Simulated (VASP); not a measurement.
# W (Fd-3m) in VASP: further runs

The runs below take W through single point, with PBEsol.

All numbers are computed with VASP 6.6.1; they aren't measurements. Logs are shortened: lines on timing, memory, paths and dates and some standing lists are left out, and cuts for length are marked.

### Step 1. The cell of the first run

Symmetry: Fd-3m, No. 227, cubic system. Conventional cell: a = 5.758 Å, b = 5.758 Å, c = 5.758 Å, α = 90.00°, β = 90.00°, γ = 90.00°. Within 3.3 Å of W (site symmetry -43m) lie 4 W at 2.49 Å.

### Step 2. Single point, PBEsol

The input, INCAR:

```
SYSTEM = W
ALGO     = Normal         ! electronic algorithm
EDIFF    = 1E-7           ! SCF threshold, eV
ENCUT    = 520            ! plane-wave cutoff, eV
GGA      = PS             ! functional
ISIF     = 2              ! what is computed and relaxed
ISMEAR   = -1             ! smearing method
LASPH    = .True.         ! aspherical terms in the spheres
LCHARG   = .False.        ! write CHGCAR
LREAL    = .False.        ! projectors in reciprocal space
LWAVE    = .False.        ! write WAVECAR
NBANDS   = 21             ! bands
NELM     = 80             ! most SCF steps
PREC     = Accurate       ! precision mode
SIGMA    = 0.1            ! smearing width, eV
```

The input, KPOINTS:

```
k-points
0
Gamma
  14 14 14
  0 0 0
```

The input, POSCAR:

```
W
1.0
    0.0000000000      2.8789574376      2.8789574376
    2.8789574376      0.0000000000      2.8789574376
    2.8789574376      2.8789574376      0.0000000000
W
2
Direct
   -0.1250000000     -0.1250000000     -0.1250000000
    0.1250000000      0.1250000000      0.1250000000
```

Potentials or basis: VASP PAW PBE potentials, release 64 (W_sv).

Launch:

```console
> cat potpaw_PBE.64/W_sv/POTCAR > POTCAR
> mpirun -np 1 vasp_std > vasp.out
```

OUTCAR:

```text
SYSTEM = W
   EDIFF = 1E-7
   ENCUT = 520
   GGA = PS
   ISIF = 2
   ISMEAR = -1
   LASPH = .True.
   LREAL = .False.
   NELM = 80
   PREC = Accurate

 ion  position               nearest neighbor table
   1  0.875  0.875  0.875-   2 2.49   2 2.49   2 2.49   2 2.49
   2  0.125  0.125  0.125-   1 2.49   1 2.49   1 2.49   1 2.49

  LATTYP: Found a face centered cubic cell.
 ALAT       =     5.7579148752

  Lattice vectors:

 A1 = (   0.0000000000,   2.8789574376,   2.8789574376)
 A2 = (   2.8789574376,   0.0000000000,   2.8789574376)
 A3 = (   2.8789574376,   2.8789574376,   0.0000000000)

Analysis of symmetry for initial positions (statically):
=====================================================================
 Subroutine PRICEL returns:
 Original cell was already a primitive cell.

 Routine SETGRP: Setting up the symmetry group for a
 face centered cubic supercell.

 Subroutine GETGRP returns: Found 48 space group operations
 (whereof 12 operations were pure point group operations)
 out of a pool of 48 trial point group operations.

The static configuration has the point symmetry D_3d.
 The point group associated with its full space group is O_h .

Analysis of symmetry for dynamics (positions and initial velocities):
=====================================================================
 Subroutine PRICEL returns:
 Original cell was already a primitive cell.

 Routine SETGRP: Setting up the symmetry group for a
 face centered cubic supercell.

 Subroutine GETGRP returns: Found 48 space group operations
 (whereof 12 operations were pure point group operations)
 out of a pool of 48 trial point group operations.

The dynamic configuration has the point symmetry D_3d.
 The point group associated with its full space group is O_h .

 Subroutine INISYM returns: Found 48 space group operations
 (whereof 12 operations are pure point group operations),
 and found     1 'primitive' translations

----------------------------------------------------------------------------------------

                                     Primitive cell

  volume of cell :      47.7239

  direct lattice vectors                    reciprocal lattice vectors
     0.000000000  2.878957438  2.878957438    -0.173673981  0.173673981  0.173673981
[... 74 lines left out ...]
   NGX,Y,Z   is equivalent  to a cutoff of  12.25, 12.25, 12.25 a.u.
   NGXF,Y,Z  is equivalent  to a cutoff of  24.50, 24.50, 24.50 a.u.
 SYSTEM =  W
   PREC   = accura    normal or accurate (medium, high low for compatibility)
   ISTART =      0    job   : 0-new  1-cont  2-samecut
   ICHARG =      2    charge: 1-file 2-atom 10-const
   ISPIN  =      1    spin polarized calculation?
   LNONCOLLINEAR =      F non collinear calculations
   LSORBIT =      F    spin-orbit coupling
   LASPH  =      T    aspherical Exc in radial PAW
   ENCUT  =  520.0 eV  38.22 Ry    6.18 a.u.   7.57  7.57  7.57*2*pi/ulx,y,z
   NELM   =     80;   NELMIN=  2; NELMDL= -5     # of ELM steps
   EDIFF  = 0.1E-06   stopping-criterion for ELM
   LREAL  =      F    real-space projection
   EDIFFG = 0.1E-05   stopping-criterion for IOM
   NSW    =      0    number of steps for IOM
   IBRION =     -1    ionic relax: 0-MD 1-quasi-New 2-CG
   NFREE  =      0    steps in history (QN), initial steepest desc. (CG)
   ISIF   =      2    stress and relaxation
   ISYM   =      2    0-nonsym 1-usesym 2-fastsym
   POTIM  = 0.5000    time-step for ionic-motion
   TEBEG  =    0.0;   TEEND  =   0.0 temperature during run
   PSTRESS=    0.0 pullay stress
   NELECT =      28.0000    total number of electrons
   NUPDOWN=      -1.0000    fix difference up-down
   EMIN   =  10.00;   EMAX   =-10.00  energy-range for DOS
   EFERMI =   0.00;   METHOD = LEGACY
   ISMEAR =    -1;   SIGMA  =   0.10  broadening in eV -4-tet -1-fermi 0-gaus
   EFERMI_NEDOS =   21; number of points for ismear=-14 and -15
   IALGO  =     38    algorithm
   IMIX   =      4    mixing-type and parameters
     AMIX     =   0.40;   BMIX     =  1.00
     AMIX_MAG =   1.60;   BMIX_MAG =  1.00
  volume/ion in A,a.u.               =      23.86       161.03
  Fermi-wavevector in a.u.,A,eV,Ry     =   1.370510  2.589889 25.555798  1.878298
  Thomas-Fermi vector in A             =   2.496290
   LORBIT       =      0    0 simple, 1 ext, 2 COOP (PROOUT), +10 PAW based schemes
   GGA     = PS    functional components
   LHFCALC =     F    Hartree Fock is set to
   AEXX    =    0.0000 exact exchange contribution
   IVDW    =     0    specifies the selected vdW correction
   LEPSILON=     F    determine dielectric tensor
   LRPA    =     F    only Hartree local field effects (RPA)
 non-spin polarized calculation
  energy-cutoff  :      520.00
  volume of cell :       47.72
 maximum number of plane-waves:      1308
   NGX = 15   NGY = 15   NGZ = 15

 number of electron      27.9999994 magnetization

 Free energy of the ion-electron system (eV)
  ---------------------------------------------------
  ext. energy  EPLUGINS =         0.00000000
  ---------------------------------------------------
  free energy    TOTEN  =       -21.99317248 eV

  energy without entropy =      -21.90192355  energy(sigma->0) =      -21.94754801

 E-fermi :   5.4110     XC(G=0): -11.1109

 val. band max:        5.3982045531   @ k =  -0.4286   0.3571   0.0714
 cond. band min:       5.4141717348   @ k =   0.4286   0.3571   0.0714
 fundamental gap:      0.0159671816
 Fermi energy:         5.4110200271

 k-point     1 :       0.0000    0.0000    0.0000
  band No.  band energies     occupation
      1     -67.7053      2.00000
      2     -67.3426      2.00000
      3     -32.3272      2.00000
      4     -32.3272      2.00000
      5     -32.3272      2.00000
      6     -31.3217      2.00000
[... 565 lines left out ...]
     20      14.1239      0.00000
     21      15.3923      0.00000

 [... further k-points ...]
[... 5 lines left out ...]
  --------------------------------------------------------------------------------------
  -------------------------------------------------------------------------------------
  Total        0.2090033      0.2090033      0.2090033     -0.0000000      0.0000000      0.0000000
  in kB        7.0166215      7.0166215      7.0166215     -0.0000000      0.0000000      0.0000000
  external PRESSURE =       7.0166215 kB  Pullay stress =       0.0000000 kB

 VOLUME and BASIS-vectors are now :
 -----------------------------------------------------------------------------
  energy-cutoff  :      520.00
  volume of cell :       47.72
      direct lattice vectors                 reciprocal lattice vectors
     0.000000000  2.878957438  2.878957438    -0.173673981  0.173673981  0.173673981
     2.878957438  0.000000000  2.878957438     0.173673981 -0.173673981  0.173673981
     2.878957438  2.878957438  0.000000000     0.173673981  0.173673981 -0.173673981

 POSITION                                       TOTAL-FORCE (eV/Angst)
 -----------------------------------------------------------------------------------
      5.03818      5.03818      5.03818         0.000000     -0.000000     -0.000000
      0.71974      0.71974      0.71974        -0.000000      0.000000      0.000000
 -----------------------------------------------------------------------------------
    total drift:                               -0.000000      0.000000      0.000000

  FREE ENERGIE OF THE ION-ELECTRON SYSTEM (eV)
  ---------------------------------------------------
  free  energy   TOTEN  =       -21.9931724774 eV

  energy  without entropy=      -21.9019235500  energy(sigma->0) =      -21.94754801
```

OSZICAR:

```text
N       E                     dE             d eps       ncg     rms          rms(c)
DAV:   1     0.305574535134E+03    0.30557E+03   -0.17453E+04  4392   0.145E+03
DAV:   2    -0.124536334167E+02   -0.31803E+03   -0.30941E+03  4888   0.445E+02
DAV:   3    -0.222901573111E+02   -0.98365E+01   -0.95326E+01  5124   0.794E+01
DAV:   4    -0.224310137929E+02   -0.14086E+00   -0.14048E+00  4885   0.101E+01
DAV:   5    -0.224329695467E+02   -0.19558E-02   -0.19555E-02  5045   0.126E+00    0.218E+01
DAV:   6    -0.220957702714E+02    0.33720E+00   -0.47627E-01  5132   0.590E+00    0.101E+01
DAV:   7    -0.219993728594E+02    0.96397E-01   -0.19202E-01  5387   0.398E+00    0.896E-01
DAV:   8    -0.219931743490E+02    0.61985E-02   -0.21725E-02  4551   0.106E+00    0.869E-02
DAV:   9    -0.219931637145E+02    0.10635E-04   -0.47985E-04  4902   0.175E-01    0.864E-02
DAV:  10    -0.219931732803E+02   -0.95658E-05   -0.28130E-05  4996   0.552E-02    0.398E-03
DAV:  11    -0.219931728551E+02    0.42519E-06   -0.10571E-06  4936   0.815E-03    0.160E-03
DAV:  12    -0.219931724823E+02    0.37287E-06   -0.11316E-07  2864   0.370E-03    0.615E-04
DAV:  13    -0.219931724774E+02    0.48512E-08   -0.12199E-08  2539   0.109E-03
   1 F= -.21993172E+02 E0= -.21947548E+02  d E =-.912489E-01
```

It took 68 s on 1 thread of Intel Xeon Platinum 8488C (Sapphire Rapids), shared host; peak memory 0.21 GiB.

Results:

```yaml
Free_energy: -21.9932 eV
Pressure: 0.7 GPa
Band_gap_on_the_k_mesh: zero (band 14 reaches 5.98 eV, above the bottom of band 15 at 4.99 eV)
```

Levels at points of the mesh, in eV from the Fermi level:
```
           k point  band 10  band 11  band 12  band 13  band 14  band 15  band 16  band 17  band 18  band 19
(0.00, 0.00, 0.00)    -1.99    -1.99    -1.12    -1.12    -1.12     1.58     1.58     1.58     5.49     5.49
(0.50, 0.00, 0.00)    -1.98    -1.77    -1.77    -1.30    -1.30    -0.39     2.79     2.79     4.45     4.45
(0.50, 0.50, 0.00)    -2.92    -1.28    -1.28    -1.22    -1.22     1.07     1.07     4.74     4.74     4.83
```

Caveat: the PAW data sets were made with another functional, which shifts forces and pressure a little; spin-orbit coupling is left out, which moves the levels of the heavy elements.

(Part 1 of 2 ends here.)
